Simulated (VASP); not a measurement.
# CdO (Fm-3m) in VASP: single point with PBEsol

Aim: the single point of CdO with PBEsol.

Program: VASP 6.6.1. These are calculated values, not measurements. Logs are shortened: lines on timing, memory, paths and dates and some standing lists are left out, and cuts for length are marked.

## Step 1: The cell of the first run

The structure is cubic, space group Fm-3m (No. 225). The conventional cell has a = 4.689 Å, b = 4.689 Å, c = 4.689 Å, α = 90.00°, β = 90.00°, γ = 90.00°. Within 3.1 Å of O (site symmetry m-3m) lie 6 Cd at 2.34 Å. Cd (site symmetry m-3m) has 6 O at 2.34 Å within 3.1 Å.

## Step 2: Single point, PBEsol

INCAR reads:

```
PREC = Accurate
ENCUT = 600
EDIFF = 1E-6
ISMEAR = -1
SIGMA = 0.05
LREAL = Auto
LASPH = T
NELM = 120
ALGO = Normal
ISIF = 2
LWAVE = F
LCHARG = F
GGA = PS
NBANDS = 326
GGA_COMPAT = F
```

KPOINTS reads:

```
Automatic mesh
0
Gamma
  1 1 1
  0.5 0.5 0.5
```

POSCAR reads:

```
CdO
1.0
    9.3780897528      0.0000000000      0.0000000000
    0.0000000000      9.3780897528      0.0000000000
    0.0000000000      0.0000000000      9.3780897528
O Cd
32 32
Direct
    0.2500000000      0.0000000000      0.0000000000
    0.2500000000      0.0000000000      0.5000000000
    0.2500000000      0.5000000000      0.0000000000
    0.2500000000      0.5000000000      0.5000000000
    0.7500000000      0.0000000000      0.0000000000
    0.7500000000      0.0000000000      0.5000000000
    0.7500000000      0.5000000000      0.0000000000
    0.7500000000      0.5000000000      0.5000000000
    0.0000000000      0.2500000000      0.0000000000
    0.0000000000      0.2500000000      0.5000000000
    0.0000000000      0.7500000000      0.0000000000
    0.0000000000      0.7500000000      0.5000000000
    0.5000000000      0.2500000000      0.0000000000
    0.5000000000      0.2500000000      0.5000000000
    0.5000000000      0.7500000000      0.0000000000
    0.5000000000      0.7500000000      0.5000000000
    0.0000000000      0.0000000000      0.2500000000
    0.0000000000      0.0000000000      0.7500000000
    0.0000000000      0.5000000000      0.2500000000
    0.0000000000      0.5000000000      0.7500000000
    0.5000000000      0.0000000000      0.2500000000
    0.5000000000      0.0000000000      0.7500000000
    0.5000000000      0.5000000000      0.2500000000
    0.5000000000      0.5000000000      0.7500000000
    0.2500000000      0.2500000000      0.2500000000
    0.2500000000      0.2500000000      0.7500000000
    0.2500000000      0.7500000000      0.2500000000
    0.2500000000      0.7500000000      0.7500000000
    0.7500000000      0.2500000000      0.2500000000
    0.7500000000      0.2500000000      0.7500000000
    0.7500000000      0.7500000000      0.2500000000
    0.7500000000      0.7500000000      0.7500000000
    0.0000000000      0.0000000000      0.0000000000
    0.0000000000      0.0000000000      0.5000000000
    0.0000000000      0.5000000000      0.0000000000
    0.0000000000      0.5000000000      0.5000000000
    0.5000000000      0.0000000000      0.0000000000
    0.5000000000      0.0000000000      0.5000000000
    0.5000000000      0.5000000000      0.0000000000
    0.5000000000      0.5000000000      0.5000000000
    0.2500000000      0.2500000000      0.0000000000
    0.2500000000      0.2500000000      0.5000000000
    0.2500000000      0.7500000000      0.0000000000
    0.2500000000      0.7500000000      0.5000000000
    0.7500000000      0.2500000000      0.0000000000
    0.7500000000      0.2500000000      0.5000000000
    0.7500000000      0.7500000000      0.0000000000
    0.7500000000      0.7500000000      0.5000000000
    0.2500000000      0.0000000000      0.2500000000
    0.2500000000      0.0000000000      0.7500000000
    0.2500000000      0.5000000000      0.2500000000
    0.2500000000      0.5000000000      0.7500000000
    0.7500000000      0.0000000000      0.2500000000
    0.7500000000      0.0000000000      0.7500000000
    0.7500000000      0.5000000000      0.2500000000
    0.7500000000      0.5000000000      0.7500000000
    0.0000000000      0.2500000000      0.2500000000
    0.0000000000      0.2500000000      0.7500000000
    0.0000000000      0.7500000000      0.2500000000
    0.0000000000      0.7500000000      0.7500000000
    0.5000000000      0.2500000000      0.2500000000
    0.5000000000      0.2500000000      0.7500000000
    0.5000000000      0.7500000000      0.2500000000
    0.5000000000      0.7500000000      0.7500000000
```

Potentials or basis: VASP PAW PBE potentials, release 64 (O, Cd).

Command:

```
$ cat potpaw_PBE.64/O/POTCAR potpaw_PBE.64/Cd/POTCAR > POTCAR
$ mpirun -np 1 vasp_std > vasp.out
```

OUTCAR:

```text
PREC = Accurate
   ENCUT = 600
   EDIFF = 1E-6
   ISMEAR = -1
   LREAL = Auto
   LASPH = T
   NELM = 120
   ISIF = 2
   GGA = PS

 ion  position               nearest neighbor table
   1  0.250  0.000  0.000-  33 2.34  37 2.34  41 2.34  43 2.34  49 2.34  50 2.34
   2  0.250  0.000  0.500-  34 2.34  38 2.34  42 2.34  44 2.34  49 2.34  50 2.34
   3  0.250  0.500  0.000-  35 2.34  39 2.34  41 2.34  43 2.34  51 2.34  52 2.34
   4  0.250  0.500  0.500-  36 2.34  40 2.34  42 2.34  44 2.34  51 2.34  52 2.34
   5  0.750  0.000  0.000-  33 2.34  37 2.34  45 2.34  47 2.34  53 2.34  54 2.34
   6  0.750  0.000  0.500-  34 2.34  38 2.34  46 2.34  48 2.34  53 2.34  54 2.34
[... 76 lines left out ...]
  58  0.000  0.250  0.750-   9 2.34  10 2.34  18 2.34  20 2.34  26 2.34  30 2.34  33 3.32  34 3.32
                            35 3.32  36 3.32  41 3.32  42 3.32  45 3.32  46 3.32  50 3.32  52 3.32
  59  0.000  0.750  0.250-  11 2.34  12 2.34  17 2.34  19 2.34  27 2.34  31 2.34  33 3.32  34 3.32
                            35 3.32  36 3.32  43 3.32  44 3.32  47 3.32  48 3.32  49 3.32  51 3.32
  60  0.000  0.750  0.750-  11 2.34  12 2.34  18 2.34  20 2.34  28 2.34  32 2.34  33 3.32  34 3.32
                            35 3.32  36 3.32  43 3.32  44 3.32  47 3.32  48 3.32  50 3.32  52 3.32
  61  0.500  0.250  0.250-  13 2.34  14 2.34  21 2.34  23 2.34  25 2.34  29 2.34  37 3.32  38 3.32
                            39 3.32  40 3.32  41 3.32  42 3.32  45 3.32  46 3.32  49 3.32  51 3.32
  62  0.500  0.250  0.750-  13 2.34  14 2.34  22 2.34  24 2.34  26 2.34  30 2.34  37 3.32  38 3.32
                            39 3.32  40 3.32  41 3.32  42 3.32  45 3.32  46 3.32  50 3.32  52 3.32
  63  0.500  0.750  0.250-  15 2.34  16 2.34  21 2.34  23 2.34  27 2.34  31 2.34  37 3.32  38 3.32
                            39 3.32  40 3.32  43 3.32  44 3.32  47 3.32  48 3.32  49 3.32  51 3.32
  64  0.500  0.750  0.750-  15 2.34  16 2.34  22 2.34  24 2.34  28 2.34  32 2.34  37 3.32  38 3.32
                            39 3.32  40 3.32  43 3.32  44 3.32  47 3.32  48 3.32  50 3.32  52 3.32

  LATTYP: Found a simple cubic cell.
 ALAT       =     9.3780897528

  Lattice vectors:

 A1 = (   9.3780897528,   0.0000000000,   0.0000000000)
 A2 = (   0.0000000000,   9.3780897528,   0.0000000000)
 A3 = (   0.0000000000,   0.0000000000,   9.3780897528)

Analysis of symmetry for initial positions (statically):
=====================================================================
 Subroutine PRICEL returns following result:

  LATTYP: Found a face centered cubic cell.
 ALAT       =     4.6890448764

  Lattice vectors:

 A1 = (   2.3445224382,  -2.3445224382,   0.0000000000)
 A2 = (   2.3445224382,   0.0000000000,   2.3445224382)
 A3 = (   0.0000000000,  -2.3445224382,   2.3445224382)

  32 primitive cells build up your supercell.

 Routine SETGRP: Setting up the symmetry group for a
 simple cubic supercell.

 Subroutine GETGRP returns: Found 48 space group operations
 (whereof 48 operations were pure point group operations)
 out of a pool of 48 trial point group operations.

The static configuration has the point symmetry O_h .

Analysis of symmetry for dynamics (positions and initial velocities):
=====================================================================
 Subroutine PRICEL returns following result:

  LATTYP: Found a face centered cubic cell.
 ALAT       =     4.6890448764

  Lattice vectors:

 A1 = (   2.3445224382,  -2.3445224382,   0.0000000000)
 A2 = (   2.3445224382,   0.0000000000,   2.3445224382)
 A3 = (   0.0000000000,  -2.3445224382,   2.3445224382)

  32 primitive cells build up your supercell.

 Routine SETGRP: Setting up the symmetry group for a
 simple cubic supercell.

 Subroutine GETGRP returns: Found 48 space group operations
 (whereof 48 operations were pure point group operations)
 out of a pool of 48 trial point group operations.

The dynamic configuration has the point symmetry O_h .

 Subroutine INISYM returns: Found 48 space group operations
 (whereof 48 operations are pure point group operations),
 and found    32 'primitive' translations

----------------------------------------------------------------------------------------
[... 28 lines left out ...]
 generate k-points for:    1    1    1

 Generating k-lattice:

  Cartesian coordinates                     Fractional coordinates (reciprocal lattice)
     0.106631524  0.000000000  0.000000000     1.000000000  0.000000000  0.000000000
     0.000000000  0.106631524  0.000000000     0.000000000  1.000000000  0.000000000
     0.000000000  0.000000000  0.106631524     0.000000000  0.000000000  1.000000000

  Length of vectors
     0.106631524  0.106631524  0.106631524

  Shift w.r.t. Gamma in fractional coordinates (k-lattice)
     0.500000000  0.500000000  0.500000000

 Subroutine IBZKPT returns following result:
 ===========================================

 Found      1 irreducible k-points:

 Following reciprocal coordinates:
            Coordinates               Weight
  0.500000  0.500000  0.500000      1.000000
   k-points           NKPTS =      1   k-points in BZ     NKDIM =      1   number of bands    NBANDS=    326
   number of dos      NEDOS =    301   number of ions     NIONS =     64
   total plane-waves  NPLWV = 512000
   dimension x,y,z NGX =    80 NGY =   80 NGZ =   80
   dimension x,y,z NGXF=   160 NGYF=  160 NGZF=  160
   ions per type =              32  32
   NGX,Y,Z   is equivalent  to a cutoff of  14.18, 14.18, 14.18 a.u.
   NGXF,Y,Z  is equivalent  to a cutoff of  28.36, 28.36, 28.36 a.u.
 SYSTEM =  unknown system
   PREC   = accura    normal or accurate (medium, high low for compatibility)
   ISTART =      0    job   : 0-new  1-cont  2-samecut
   ICHARG =      2    charge: 1-file 2-atom 10-const
   ISPIN  =      1    spin polarized calculation?
   LNONCOLLINEAR =      F non collinear calculations
   LSORBIT =      F    spin-orbit coupling
   LASPH  =      T    aspherical Exc in radial PAW
   ENCUT  =  600.0 eV  44.10 Ry    6.64 a.u.  18.73 18.73 18.73*2*pi/ulx,y,z
   NELM   =    120;   NELMIN=  2; NELMDL= -5     # of ELM steps
   EDIFF  = 0.1E-05   stopping-criterion for ELM
   LREAL  =      T    real-space projection
   EDIFFG = 0.1E-04   stopping-criterion for IOM
   NSW    =      0    number of steps for IOM
   IBRION =     -1    ionic relax: 0-MD 1-quasi-New 2-CG
   NFREE  =      0    steps in history (QN), initial steepest desc. (CG)
   ISIF   =      2    stress and relaxation
   ISYM   =      2    0-nonsym 1-usesym 2-fastsym
   POTIM  = 0.5000    time-step for ionic-motion
   TEBEG  =    0.0;   TEEND  =   0.0 temperature during run
   PSTRESS=    0.0 pullay stress
   NELECT =     576.0000    total number of electrons
   NUPDOWN=      -1.0000    fix difference up-down
   EMIN   =  10.00;   EMAX   =-10.00  energy-range for DOS
   EFERMI =   0.00;   METHOD = LEGACY
   ISMEAR =    -1;   SIGMA  =   0.05  broadening in eV -4-tet -1-fermi 0-gaus
   EFERMI_NEDOS =   21; number of points for ismear=-14 and -15
   IALGO  =     38    algorithm
   IMIX   =      4    mixing-type and parameters
     AMIX     =   0.40;   BMIX     =  1.00
     AMIX_MAG =   1.60;   BMIX_MAG =  1.00
  volume/ion in A,a.u.               =      12.89        86.97
  Fermi-wavevector in a.u.,A,eV,Ry     =   1.452450  2.744733 28.703011  2.109612
  Thomas-Fermi vector in A             =   2.569831
   LORBIT       =      0    0 simple, 1 ext, 2 COOP (PROOUT), +10 PAW based schemes
   GGA     = PS    functional components
   LHFCALC =     F    Hartree Fock is set to
   AEXX    =    0.0000 exact exchange contribution
   IVDW    =     0    specifies the selected vdW correction
   LEPSILON=     F    determine dielectric tensor
   LRPA    =     F    only Hartree local field effects (RPA)
 non-spin polarized calculation
  energy-cutoff  :      600.00
  volume of cell :      824.79
 maximum number of plane-waves:     27736
 NGX is ok and might be reduce to    80
   NGX = 37   NGY = 37   NGZ = 37

 number of electron     576.0000315 magnetization

 Free energy of the ion-electron system (eV)
  ---------------------------------------------------
  ext. energy  EPLUGINS =         0.00000000
  ---------------------------------------------------
  free energy    TOTEN  =      -270.71785316 eV

  energy without entropy =     -270.71785316  energy(sigma->0) =     -270.71785316

 E-fermi :   2.6594     XC(G=0): -11.9967

 val. band max:        1.3011625347   @ k =   0.5000   0.5000   0.5000
 cond. band min:       4.5084045942   @ k =   0.5000   0.5000   0.5000
 fundamental gap:      3.2072420594
 Fermi energy:         2.6593992147

 k-point     1 :       0.5000    0.5000    0.5000
  band No.  band energies     occupation
      1     -15.0117      2.00000
      2     -15.0117      2.00000
      3     -15.0117      2.00000
      4     -15.0117      2.00000
      5     -15.0117      2.00000
      6     -15.0117      2.00000
[... 292 lines left out ...]
    299       7.2738      0.00000
    300       7.2738      0.00000
 [bands above 300 left out]

------------------------ aborting loop because EDIFF is reached ----------------------------------------

  FORCE on cell =-STRESS in cart. coord.  units (eV):
  Direction    XX          YY          ZZ          XY          YZ          ZX
  --------------------------------------------------------------------------------------
  -------------------------------------------------------------------------------------
  Total        7.4790544      7.4790544      7.4790544      0.0000000      0.0000000      0.0000000
  in kB       14.5282773     14.5282773     14.5282773      0.0000000      0.0000000      0.0000000
  external PRESSURE =      14.5282773 kB  Pullay stress =       0.0000000 kB

 VOLUME and BASIS-vectors are now :
 -----------------------------------------------------------------------------
  energy-cutoff  :      600.00
  volume of cell :      824.79
      direct lattice vectors                 reciprocal lattice vectors
     9.378089753  0.000000000  0.000000000     0.106631524  0.000000000  0.000000000
     0.000000000  9.378089753  0.000000000     0.000000000  0.106631524  0.000000000
     0.000000000  0.000000000  9.378089753     0.000000000  0.000000000  0.106631524

 POSITION                                       TOTAL-FORCE (eV/Angst)
 -----------------------------------------------------------------------------------
      2.34452      0.00000      0.00000        -0.000000      0.000000      0.000000
      2.34452      0.00000      4.68904         0.000000     -0.000000      0.000000
      2.34452      4.68904      0.00000         0.000000     -0.000000     -0.000000
      2.34452      4.68904      4.68904        -0.000000      0.000000      0.000000
      7.03357      0.00000      0.00000         0.000000     -0.000000     -0.000000
      7.03357      0.00000      4.68904        -0.000000     -0.000000     -0.000000
[... 56 lines left out ...]
      4.68904      7.03357      2.34452        -0.000000     -0.000000      0.000000
      4.68904      7.03357      7.03357         0.000000      0.000000      0.000000
 -----------------------------------------------------------------------------------
    total drift:                                0.000000     -0.000000     -0.000000

  FREE ENERGIE OF THE ION-ELECTRON SYSTEM (eV)
  ---------------------------------------------------
  free  energy   TOTEN  =      -270.7178531601 eV

  energy  without entropy=     -270.7178531600  energy(sigma->0) =     -270.71785316
```

Run time: 7.1 min. Hardware: 1 thread of Intel Xeon 6975P-C (Granite Rapids), shared host; peak memory 1 GiB.

Results:

```yaml
Free_energy: -270.7179 eV
Pressure: 1.5 GPa
Band_gap_on_the_k_mesh: 3.21 eV
```

Caveat: the k points lie up to 0.67 Å⁻¹ apart; the PAW data sets were made with another functional, which shifts forces and pressure a little.
